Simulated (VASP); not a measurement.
# OsF2 (P4_2/mnm) in VASP: further runs

OsF2 is run at these levels: r2SCAN; tasks: single point.

All numbers are computed with VASP 6.6.1; they aren't measurements. Logs are shortened: lines on timing, memory, paths and dates and some standing lists are left out, and cuts for length are marked.

## (1) The cell of the first run

Symmetry: P4_2/mnm, No. 136, tetragonal system. The conventional cell has a = 4.929 Å, b = 4.929 Å, c = 3.370 Å, α = 90.00°, β = 90.00°, γ = 90.00°. Within 2.8 Å of Os (site symmetry mmm) lie 6 F at 2.14 to 2.16 Å. Within 2.8 Å of F (site symmetry m2m) lie 3 Os at 2.14 to 2.16 Å and 1 F at 2.65 Å.

## (2) Single point, r2SCAN

POSCAR

```
OsF2
1.0
    4.9285233400      0.0000000000      0.0000000000
    0.0000000000      4.9285233400      0.0000000000
    0.0000000000      0.0000000000      3.3702109700
Os F
2 4
Direct
    0.0000000000      0.0000000000      0.0000000000
    0.5000000000      0.5000000000      0.5000000000
    0.3100000000      0.3100000000      0.0000000000
    0.1900000000      0.8100000000      0.5000000000
    0.6900000000      0.6900000000      0.0000000000
    0.8100000000      0.1900000000      0.5000000000
```

INCAR.step1

```
SYSTEM = OsF2
ALGO = Normal ; EDIFF = 1E-4
ENCUT = 520 ; GGA = PE
ISMEAR = 0 ; LASPH = .TRUE.
LCHARG = .FALSE. ; LREAL = .FALSE.
LWAVE = .TRUE. ; NBANDS = 31
NELM = 100 ; PREC = Accurate
SIGMA = 0.0154
```

INCAR.step2

```
SYSTEM = OsF2
ALGO = Normal ; EDIFF = 1E-6
ENCUT = 520 ; ISIF = 2
ISMEAR = 0 ; ISTART = 1
LASPH = .TRUE. ; LCHARG = .TRUE.
LELF = .TRUE. ; LMIXTAU = .TRUE.
LREAL = .FALSE. ; LVHAR = .TRUE.
LWAVE = .FALSE. ; METAGGA = R2SCAN
NBANDS = 31 ; NELM = 100
PREC = Accurate ; SIGMA = 0.0154
```

KPOINTS

```
k-points
0
G
  4 4 5
  0 0 0
```

Potentials or basis: VASP PAW PBE potentials, release 64 (Os, F).

The run is started by

```
cat potpaw_PBE.64/Os/POTCAR potpaw_PBE.64/F/POTCAR > POTCAR
cp INCAR.step1 INCAR
mpirun -np 1 vasp_std > vasp.out
cp INCAR.step2 INCAR
mpirun -np 1 vasp_std > vasp.out
```

OUTCAR:

```text
SYSTEM = OsF2
   EDIFF = 1E-6
   ENCUT = 520
   ISIF = 2
   ISMEAR = 0
   ISTART = 1
   LASPH = .TRUE.
   LREAL = .FALSE.
   METAGGA = R2SCAN
   NELM = 100
   PREC = Accurate

 ion  position               nearest neighbor table
   1  0.000  0.000  0.000-   4 2.14   6 2.14   4 2.14   6 2.14   5 2.16   3 2.16
   2  0.500  0.500  0.500-   3 2.14   5 2.14   3 2.14   5 2.14   4 2.16   6 2.16
   3  0.310  0.310  0.000-   2 2.14   2 2.14   1 2.16
   4  0.190  0.810  0.500-   1 2.14   1 2.14   2 2.16
   5  0.690  0.690  0.000-   2 2.14   2 2.14   1 2.16
   6  0.810  0.190  0.500-   1 2.14   1 2.14   2 2.16

  LATTYP: Found a simple tetragonal cell.
 ALAT       =     4.9285233400
 C/A-ratio  =     0.6838175935

  Lattice vectors:

 A1 = (   4.9285233400,   0.0000000000,   0.0000000000)
 A2 = (   0.0000000000,   4.9285233400,   0.0000000000)
 A3 = (   0.0000000000,   0.0000000000,   3.3702109700)

Analysis of symmetry for initial positions (statically):
=====================================================================
 Subroutine PRICEL returns:
 Original cell was already a primitive cell.

 Routine SETGRP: Setting up the symmetry group for a
 simple tetragonal supercell.

 Subroutine GETGRP returns: Found 16 space group operations
 (whereof  8 operations were pure point group operations)
 out of a pool of 16 trial point group operations.

The static configuration has the point symmetry D_2h.
 The point group associated with its full space group is D_4h.

Analysis of symmetry for dynamics (positions and initial velocities):
=====================================================================
 Subroutine PRICEL returns:
 Original cell was already a primitive cell.

 Routine SETGRP: Setting up the symmetry group for a
 simple tetragonal supercell.

 Subroutine GETGRP returns: Found 16 space group operations
 (whereof  8 operations were pure point group operations)
 out of a pool of 16 trial point group operations.

The dynamic configuration has the point symmetry D_2h.
 The point group associated with its full space group is D_4h.

 Subroutine INISYM returns: Found 16 space group operations
 (whereof  8 operations are pure point group operations),
 and found     1 'primitive' translations

----------------------------------------------------------------------------------------

                                     Primitive cell

  volume of cell :      81.8636

  direct lattice vectors                    reciprocal lattice vectors
     4.928523340  0.000000000  0.000000000     0.202900530  0.000000000  0.000000000
     0.000000000  4.928523340  0.000000000     0.000000000  0.202900530  0.000000000
     0.000000000  0.000000000  3.370210970     0.000000000  0.000000000  0.296717330

  length of vectors
     4.928523340  4.928523340  3.370210970     0.202900530  0.202900530  0.296717330

  position of ions in fractional coordinates (direct lattice)
     0.000000000  0.000000000  0.000000000
     0.500000000  0.500000000  0.500000000
     0.310000000  0.310000000  0.000000000
     0.190000000  0.810000000  0.500000000
     0.690000000  0.690000000  0.000000000
     0.810000000  0.190000000  0.500000000

  ion indices of the primitive-cell ions
   primitive index   ion index
                 1           1
                 2           2
                 3           3
                 4           4
                 5           5
                 6           6

----------------------------------------------------------------------------------------

 KPOINTS: k-points

Automatic generation of k-mesh.
 Grid dimensions read from file:
 generate k-points for:    4    4    5

 Generating k-lattice:

  Cartesian coordinates                     Fractional coordinates (reciprocal lattice)
     0.050725133  0.000000000  0.000000000     0.250000000  0.000000000  0.000000000
     0.000000000  0.050725133  0.000000000     0.000000000  0.250000000  0.000000000
     0.000000000  0.000000000  0.059343466     0.000000000  0.000000000  0.200000000

  Length of vectors
     0.050725133  0.050725133  0.059343466

  Shift w.r.t. Gamma in fractional coordinates (k-lattice)
     0.000000000  0.000000000  0.000000000

 Subroutine IBZKPT returns following result:
 ===========================================

 Found     18 irreducible k-points:

 Following reciprocal coordinates:
            Coordinates               Weight
  0.000000  0.000000  0.000000      1.000000
  0.250000  0.000000  0.000000      4.000000
  0.500000  0.000000  0.000000      2.000000
  0.250000  0.250000  0.000000      4.000000
  0.500000  0.250000  0.000000      4.000000
  0.500000  0.500000  0.000000      1.000000
[... 10 lines left out ...]
  0.500000  0.250000  0.400000      8.000000
  0.500000  0.500000  0.400000      2.000000
   k-points           NKPTS =     18   k-points in BZ     NKDIM =     18   number of bands    NBANDS=     31
   number of dos      NEDOS =    301   number of ions     NIONS =      6
   total plane-waves  NPLWV =  44800
   dimension x,y,z NGX =    40 NGY =   40 NGZ =   28
   dimension x,y,z NGXF=    80 NGYF=   80 NGZF=   56
   ions per type =               2   4
   NGX,Y,Z   is equivalent  to a cutoff of  13.49, 13.49, 13.81 a.u.
   NGXF,Y,Z  is equivalent  to a cutoff of  26.99, 26.99, 27.62 a.u.
 SYSTEM =  OsF2
   PREC   = accura    normal or accurate (medium, high low for compatibility)
   ISTART =      1    job   : 0-new  1-cont  2-samecut
   ICHARG =      0    charge: 1-file 2-atom 10-const
   ISPIN  =      1    spin polarized calculation?
   LNONCOLLINEAR =      F non collinear calculations
   LSORBIT =      F    spin-orbit coupling
   LASPH  =      T    aspherical Exc in radial PAW
   ENCUT  =  520.0 eV  38.22 Ry    6.18 a.u.   9.16  9.16  6.27*2*pi/ulx,y,z
   NELM   =    100;   NELMIN=  2; NELMDL=  0     # of ELM steps
   EDIFF  = 0.1E-05   stopping-criterion for ELM
   LREAL  =      F    real-space projection
   EDIFFG = 0.1E-04   stopping-criterion for IOM
   NSW    =      0    number of steps for IOM
   IBRION =     -1    ionic relax: 0-MD 1-quasi-New 2-CG
   NFREE  =      0    steps in history (QN), initial steepest desc. (CG)
   ISIF   =      2    stress and relaxation
   ISYM   =      2    0-nonsym 1-usesym 2-fastsym
   POTIM  = 0.5000    time-step for ionic-motion
   TEBEG  =    0.0;   TEEND  =   0.0 temperature during run
   PSTRESS=    0.0 pullay stress
   NELECT =      44.0000    total number of electrons
   NUPDOWN=      -1.0000    fix difference up-down
   EMIN   =  10.00;   EMAX   =-10.00  energy-range for DOS
   EFERMI =   0.00;   METHOD = LEGACY
   ISMEAR =     0;   SIGMA  =   0.02  broadening in eV -4-tet -1-fermi 0-gaus
   EFERMI_NEDOS =   21; number of points for ismear=-14 and -15
   IALGO  =     38    algorithm
   IMIX   =      4    mixing-type and parameters
     AMIX     =   0.40;   BMIX     =  1.00
     AMIX_MAG =   1.60;   BMIX_MAG =  1.00
  volume/ion in A,a.u.               =      13.64        92.07
  Fermi-wavevector in a.u.,A,eV,Ry     =   1.331053  2.515326 24.105485  1.771703
  Thomas-Fermi vector in A             =   2.460094
   LORBIT       =      0    0 simple, 1 ext, 2 COOP (PROOUT), +10 PAW based schemes
   METAGGA = R2SCAN    functional components
   LHFCALC =     F    Hartree Fock is set to
   AEXX    =    0.0000 exact exchange contribution
   IVDW    =     0    specifies the selected vdW correction
   LEPSILON=     F    determine dielectric tensor
   LRPA    =     F    only Hartree local field effects (RPA)
 non-spin polarized calculation
 Gauss-broadening in eV      SIGMA  =   0.02
  energy-cutoff  :      520.00
  volume of cell :       81.86
 maximum number of plane-waves:      2220
 NGX is ok and might be reduce to    40
   NGX = 19   NGY = 19   NGZ = 13

 number of electron      43.9999978 magnetization

 Free energy of the ion-electron system (eV)
  ---------------------------------------------------
  ext. energy  EPLUGINS =         0.00000000
  ---------------------------------------------------
  free energy    TOTEN  =      -121.42566641 eV

  energy without entropy =     -121.42556772  energy(sigma->0) =     -121.42561706

 E-fermi :   3.7167     XC(G=0): -11.0309

 val. band max:        3.7030110103   @ k =   0.0000   0.0000   0.0000
 cond. band min:       3.7303670213   @ k =   0.0000   0.0000   0.0000
 fundamental gap:      0.0273560109
 Fermi energy:         3.7166890158

 k-point     1 :       0.0000    0.0000    0.0000
  band No.  band energies     occupation
      1     -24.0906      2.00000
      2     -23.7353      2.00000
      3     -23.4923      2.00000
      4     -23.4923      2.00000
      5      -6.6960      2.00000
      6      -6.1413      2.00000
[... 23 lines left out ...]
     30      10.7840      0.00000
     31      13.5204      0.00000

 k-point     2 :       0.2500    0.0000    0.0000
  band No.  band energies     occupation
      1     -24.0233      2.00000
      2     -23.7516      2.00000
      3     -23.5321      2.00000
      4     -23.5117      2.00000
      5      -6.4281      2.00000
      6      -5.9809      2.00000
[... 23 lines left out ...]
     30      11.6097      0.00000
     31      13.6747      0.00000

 k-point     3 :       0.5000    0.0000    0.0000
  band No.  band energies     occupation
      1     -23.8654      2.00000
      2     -23.8654      2.00000
      3     -23.5474      2.00000
      4     -23.5474      2.00000
      5      -5.9061      2.00000
      6      -5.9061      2.00000
[... 23 lines left out ...]
     30      11.5877      0.00000
     31      13.2849      0.00000

 k-point     4 :       0.2500    0.2500    0.0000
  band No.  band energies     occupation
      1     -23.9821      2.00000
      2     -23.7826      2.00000
      3     -23.5521      2.00000
      4     -23.5026      2.00000
      5      -6.4760      2.00000
      6      -5.8541      2.00000
[... 431 lines left out ...]
     30      11.6888      0.00000
     31      12.1592      0.00000

 k-point    17 :       0.5000    0.2500    0.4000
  band No.  band energies     occupation
      1     -23.6948      2.00000
      2     -23.6948      2.00000
      3     -23.6200      2.00000
      4     -23.6200      2.00000
      5      -5.7563      2.00000
      6      -5.7563      2.00000
[... 23 lines left out ...]
     30      11.1718      0.00000
     31      12.4962      0.00000

 k-point    18 :       0.5000    0.5000    0.4000
  band No.  band energies     occupation
      1     -23.6954      2.00000
      2     -23.6954      2.00000
      3     -23.6185      2.00000
      4     -23.6185      2.00000
      5      -5.8810      2.00000
      6      -5.8810      2.00000
[... 23 lines left out ...]
     30      10.7569      0.00000
     31      12.6896      0.00000

------------------------ aborting loop because EDIFF is reached ----------------------------------------

  FORCE on cell =-STRESS in cart. coord.  units (eV):
  Direction    XX          YY          ZZ          XY          YZ          ZX
  --------------------------------------------------------------------------------------
  -------------------------------------------------------------------------------------
  Total       -3.5660480     -3.5660480     -1.3402014      0.0000000      0.0000000      0.0000000
  in kB      -69.7922252    -69.7922252    -26.2294946      0.0000000      0.0000000      0.0000000
  external PRESSURE =     -55.2713150 kB  Pullay stress =       0.0000000 kB

 VOLUME and BASIS-vectors are now :
 -----------------------------------------------------------------------------
  energy-cutoff  :      520.00
  volume of cell :       81.86
      direct lattice vectors                 reciprocal lattice vectors
     4.928523340  0.000000000  0.000000000     0.202900530  0.000000000  0.000000000
     0.000000000  4.928523340  0.000000000     0.000000000  0.202900530  0.000000000
     0.000000000  0.000000000  3.370210970     0.000000000  0.000000000  0.296717330

 POSITION                                       TOTAL-FORCE (eV/Angst)
 -----------------------------------------------------------------------------------
      0.00000      0.00000      0.00000         0.000000      0.000000     -0.000000
      2.46426      2.46426      1.68511         0.000000      0.000000     -0.000000
      1.52784      1.52784      0.00000        -0.082741     -0.082741      0.000000
      0.93642      3.99210      1.68511         0.082741     -0.082741     -0.000000
      3.40068      3.40068      0.00000         0.082741      0.082741     -0.000000
      3.99210      0.93642      1.68511        -0.082741      0.082741     -0.000000
 -----------------------------------------------------------------------------------
    total drift:                               -0.000000     -0.000000     -0.000000

  FREE ENERGIE OF THE ION-ELECTRON SYSTEM (eV)
  ---------------------------------------------------
  free  energy   TOTEN  =      -121.4256664100 eV

  energy  without entropy=     -121.4255677173  energy(sigma->0) =     -121.42561706
```

Wall time 67 s (1 thread of Intel Xeon 6975P-C (Granite Rapids), shared host); peak memory 0.22 GiB.

What came out:

```
Free energy            : -121.4257 eV
Pressure               : -5.5 GPa
Largest force          : 0.117 eV/Å
Band gap on the k mesh : 0.03 eV
```

Forces in eV/Å, atoms in the order of the input:
```
Os   0.000  0.000  0.000
Os   0.000  0.000  0.000
F   -0.083 -0.083  0.000
F    0.083 -0.083  0.000
F    0.083  0.083  0.000
F   -0.083  0.083  0.000
```

Caveat: the cell stands under tension; the PAW data sets were made with another functional, which shifts forces and pressure a little; spin-orbit coupling is left out, which moves the levels of the heavy elements; an odd mesh through Γ misses points on the zone boundary, where band edges can lie.

## (3) Single point, r2SCAN

POSCAR is that of step 2.

INCAR.step1

```
PREC     = Accurate       # precision mode
ENCUT    = 520            # plane-wave cutoff, eV
ISMEAR   = 0              # smearing method
SIGMA    = 0.0154         # smearing width, eV
LREAL    = F              # projectors in reciprocal space
LASPH    = T              # aspherical terms in the spheres
NELM     = 100            # most SCF steps
NBANDS   = 31             # bands
GGA      = PE             # functional
ALGO     = Normal         # electronic algorithm
EDIFF    = 1E-4           # SCF threshold, eV
LWAVE    = T              # write WAVECAR
LCHARG   = F              # write CHGCAR
```

INCAR.step2

```
PREC     = Accurate       # precision mode
ENCUT    = 520            # plane-wave cutoff, eV
EDIFF    = 1E-6           # SCF threshold, eV
ISMEAR   = 0              # smearing method
SIGMA    = 0.0154         # smearing width, eV
LREAL    = F              # projectors in reciprocal space
LASPH    = T              # aspherical terms in the spheres
NELM     = 100            # most SCF steps
ALGO     = Normal         # electronic algorithm
ISIF     = 2              # what is computed and relaxed
LWAVE    = F              # write WAVECAR
LCHARG   = T              # write CHGCAR
METAGGA  = R2SCAN         # meta-GGA
LMIXTAU  = T            
LELF     = T              # ELF
LVHAR    = T            
NBANDS   = 31             # bands
ISTART   = 1
```

KPOINTS

```
regular mesh
0
Gamma
  4 4 5
```

Potentials or basis: VASP PAW PBE potentials, release 64 (Os, F).

The run is started by

```
cat potpaw_PBE.64/Os/POTCAR potpaw_PBE.64/F/POTCAR > POTCAR
cp INCAR.step1 INCAR
mpirun -np 1 vasp_std > vasp.out
cp INCAR.step2 INCAR
mpirun -np 1 vasp_std > vasp.out
```

It took 74 s on 1 thread of Intel Xeon 6975P-C (Granite Rapids), shared host; peak memory 0.22 GiB.

It converged, with:

```yaml
Free_energy: -121.4257 eV
Pressure: -5.5 GPa
Largest_force: 0.117 eV/Å
Band_gap_on_the_k_mesh: 0.03 eV
```

Forces in eV/Å, atoms in the order of the input:
```
Os   0.000  0.000  0.000
Os   0.000  0.000  0.000
F   -0.083 -0.083  0.000
F    0.083 -0.083  0.000
F    0.083  0.083  0.000
F   -0.083  0.083  0.000
```

Stress tensor (GPa, compression positive):
```
-6.98  0.00  0.00
 0.00 -6.98  0.00
 0.00  0.00 -2.62
```

Levels at points of the mesh, in eV from the valence-band top:
```
           k point  band 20  band 21  band 22  band 23  band 24  band 25
(0.00, 0.00, 0.00)    -1.10    -1.00     0.00     0.03     0.50     2.45
(0.50, 0.00, 0.00)    -0.93    -0.51    -0.51     1.70     1.70     2.29
(0.50, 0.50, 0.00)    -1.09    -0.48    -0.48     0.86     0.86     2.44
```

Caveat: the cell stands under tension; the PAW data sets were made with another functional, which shifts forces and pressure a little; spin-orbit coupling is left out, which moves the levels of the heavy elements; an odd mesh through Γ misses points on the zone boundary, where band edges can lie.
